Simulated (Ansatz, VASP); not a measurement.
SnSe in VASP and in Ansatz

INCAR

```
  PREC = Accurate
  ENCUT = 520
  EDIFF = 1E-6
  ISMEAR = 0
  SIGMA = 0.01
  LREAL = F
  LASPH = T
  NELM = 60
  ALGO = Normal
  ISIF = 2
  LWAVE = F
  LCHARG = F
  GGA = PE
  NBANDS = 17
```

File KPOINTS:

```
Automatic mesh
0
Gamma
  10 10 10
```

The input POSCAR:

```
SnSe
1.0
    0.0000000000      3.3565854129      3.3565854129
    3.3565854129      0.0000000000      3.3565854129
    3.3565854129      3.3565854129      0.0000000000
Sn Se
1 1
Direct
    0.0000000000      0.0000000000      0.0000000000
    0.2500000000      0.2500000000      0.2500000000
```

Input for Ansatz:

```yaml
crystal:
  lattice:
    - [0.0, 3.3565854129, 3.3565854129]
    - [3.3565854129, 0.0, 3.3565854129]
    - [3.3565854129, 3.3565854129, 0.0]
  atoms:
    - { symbol: Sn, position: [0.0, 0.0, 0.0] }
    - { symbol: Se, position: [0.25, 0.25, 0.25] }
basis:
  ecutwfc: 420
kpoints:
  mp_grid: { grid: [10, 10, 10] }
hamiltonian:
  xc: pbe
scf:
  occupations: { method: gaussian, width: 0.01 }
output:
  forces: true
  stress: true
  eigenvalues: true
```

Alike in both runs: task single point; functional PBE; k mesh 10 × 10 × 10; occupations gaussian, width 0.01 eV; no spin polarisation.

|  | VASP | Ansatz |
| --- | --- | --- |
| version | VASP 6.6.1 | Ansatz 0.2.0 |
| potentials or method | VASP PAW PBE potentials, release 64 (Sn_d, Se), cutoff 520 eV | scalar-relativistic, plane waves, PAW |
| valence electrons in the cell | 20 | 30 |

```tsv
	VASP	Ansatz	Ansatz less VASP
gap on the k mesh at the Fermi level (eV)	0.02	0.02	+0.001
least direct gap on the mesh (eV)	0.63	0.63	+0.001
pressure (GPa)	1.0	1.0	0.00
```

VASP's potentials hold 20 valence electrons a cell and Ansatz's 30, so a difference there can come from the potentials and not from the codes.
